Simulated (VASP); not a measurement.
A run of VASP 6.6.1 is set up as follows.

Contents of INCAR:

```
SYSTEM = YSiF3
PREC = Accurate
ENCUT = 600
EDIFF = 1E-6
ISMEAR = 0
SIGMA = 0.1
LREAL = .FALSE.
LASPH = .TRUE.
NELM = 60
ALGO = Normal
ISIF = 3
LWAVE = .FALSE.
LCHARG = .FALSE.
GGA = PE
IBRION = 2
NSW = 90
EDIFFG = -0.04
```

File KPOINTS:

```
regular mesh
0
G
  4 4 4
  0 0 0
```

File POSCAR:

```
YSiF3
1.0
    5.5475094100      0.0000000000      0.0000000000
    0.0000000000      5.5475094100      0.0000000000
    0.0000000000      0.0000000000      3.9226815200
Y Si F
2 2 6
Direct
    0.0000000000      0.5000000000      0.5000000000
    0.5000000000      0.0000000000      0.5000000000
    0.5000000000      0.5000000000      0.0000000000
    0.0000000000      0.0000000000      0.0000000000
    0.7723125400      0.2723125400      0.0000000000
    0.7276874600      0.7723125400      0.0000000000
    0.5000000000      0.5000000000      0.5000000000
    0.2276874600      0.7276874600      0.0000000000
    0.2723125400      0.2276874600      0.0000000000
    0.0000000000      0.0000000000      0.5000000000
```

Potentials or basis: VASP PAW PBE potentials, release 64 (Y_sv, Si, F).

Launch:

```bash
$ cat potpaw_PBE.64/Y_sv/POTCAR potpaw_PBE.64/Si/POTCAR potpaw_PBE.64/F/POTCAR > POTCAR
$ mpirun -np 1 vasp_std > vasp.out
```

Task: Estimate the relaxed volume.

Result: 17.97 Å³/atom.

Task: Estimate the relaxed cell.

Result: a = 6.820 Å, b = 6.820 Å, c = 3.864 Å, α = 90.00°, β = 90.00°, γ = 90.00°.

Final structure:
```
Y Si F
1.0
     6.81969    0.00000    0.00000
     0.00000    6.81969    0.00000
     0.00000    0.00000    3.86376
Y Si F
2 2 6
Direct
  0.00000 0.50000 0.50000
  0.50000 0.00000 0.50000
  0.50000 0.50000 0.00000
  0.00000 0.00000 0.00000
  0.87464 0.37464 0.00000
  0.62536 0.87464 0.00000
  0.50000 0.50000 0.50000
  0.12536 0.62536 0.00000
  0.37464 0.12536 0.00000
  0.00000 0.00000 0.50000
```

Caveat: the k points lie up to 0.41 Å⁻¹ apart in the final cell; the volume moved by over 15 % at a fixed basis, so the end points are rough.
